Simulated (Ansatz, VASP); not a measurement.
C: VASP beside Ansatz

```
C
1.0
     0.00000    1.76557    1.78340
     1.76557    0.00000    1.78340
     1.76557    1.76557    0.00000
C
2
Direct
  0.50000 0.50000 0.50000
  0.75000 0.75000 0.75000
```

Change from the starting cell: equal xx and yy strain of -1 %, PAW files.

Alike in both runs: task electric field gradients; functional LDA; k mesh 16 × 16 × 16; occupations fermi-dirac, width 0.03 eV; no spin polarisation.

```csv
,VASP,Ansatz
version,VASP 6.6.1,Ansatz 0.2.0
potentials or method,"VASP PAW LDA potentials, release 64 (C)","PAW with Ansatz's default frozen-core files, scalar-relativistic"
plane-wave cutoff (eV),520,420
valence electrons in the cell,8,8
```

Ansatz gave:

```
gap on the k mesh at the Fermi level (eV)                     : 4.02
pressure (GPa)                                                : -4.4
traceless stress, the component that is largest in VASP (GPa) : -6.41
size of Vzz on the site where it differs most (V/Å²)          : 0.5
```

Q: Estimate VASP's values.

A: gap on the k mesh at the Fermi level (eV): 4.02; pressure (GPa): -2.8; traceless stress, the component that is largest in VASP (GPa): -6.40; size of Vzz on the site where it differs most (V/Å²): 0.4.

LDA's correlation is that of Perdew and Zunger in VASP and of Perdew and Wang (1992) in Ansatz.
